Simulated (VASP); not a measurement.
Set up this calculation in VASP 6.6.1, as the native input.

```
Task                   : single point
Functional             : PBE
Potentials or basis    : VASP PAW PBE potentials, release 64 (Nb_sv, Cr_pv, C)
Cutoff                 : 520 eV
k mesh                 : 10 × 10 × 10
Occupations            : gaussian, width 0.1 eV
Spin                   : collinear spin, ferromagnetic start
Starting moments       : [0.0, 4.2, 0.0, 0.0, 0.0] μB
Dipole correction      : no
Further INCAR settings : ALGO = Normal; EDIFF = 1e-07; NBANDS = 30
```

The structure of NbCrC3 lies in POSCAR:

```
NbCrC3
1.0
    4.1408635615      0.0000000000      0.0000000000
    0.0000000000      4.1408635615      0.0000000000
    0.0000000000      0.0000000000      4.1408635615
Nb Cr C
1 1 3
Direct
    0.5000000000      0.5000000000      0.5000000000
    0.0000000000      0.0000000000      0.0000000000
    0.0000000000      0.5000000000      0.5000000000
    0.5000000000      0.0000000000      0.5000000000
    0.5000000000      0.5000000000      0.0000000000
```

One way to write it, as run:

INCAR

```
SYSTEM = NbCrC3
PREC = Accurate ; ENCUT = 520
EDIFF = 1E-7 ; ISMEAR = 0
SIGMA = 0.1 ; LREAL = .FALSE.
LASPH = .TRUE. ; NELM = 150
ALGO = Normal ; ISIF = 2
LWAVE = .FALSE. ; LCHARG = .TRUE.
ISPIN = 2 ; MAGMOM = 0 4.2 0 0 0
LORBIT = 11 ; LMAXMIX = 4
GGA = PE ; LELF = .TRUE.
LVHAR = .TRUE. ; NBANDS = 30
```

KPOINTS

```
regular mesh
0
G
  10 10 10
  0 0 0
```

Potentials or basis: VASP PAW PBE potentials, release 64 (Nb_sv, Cr_pv, C).

Command:

```console
$ cat potpaw_PBE.64/Nb_sv/POTCAR potpaw_PBE.64/Cr_pv/POTCAR potpaw_PBE.64/C/POTCAR > POTCAR
$ mpirun -np 1 vasp_std > vasp.out
```

Results of the run:

```yaml
Pressure: -3.8 GPa
Net_moment: 0.13 μB per cell
Site_moments: Nb +0.02; Cr +0.09; C -0.01 μB
Valence_electrons_inside_the_program's_atomic_spheres: Nb 10.87; Cr 10.18; C 2.24
```

Caveat: the cell stands under tension.

Wall time 7.2 min on 1 thread of Intel(R) Xeon(R) Platinum 8259CL CPU @ 2.50GHz (Skylake/Cascade Lake), with other jobs on the host, peak memory 0.33 GiB.
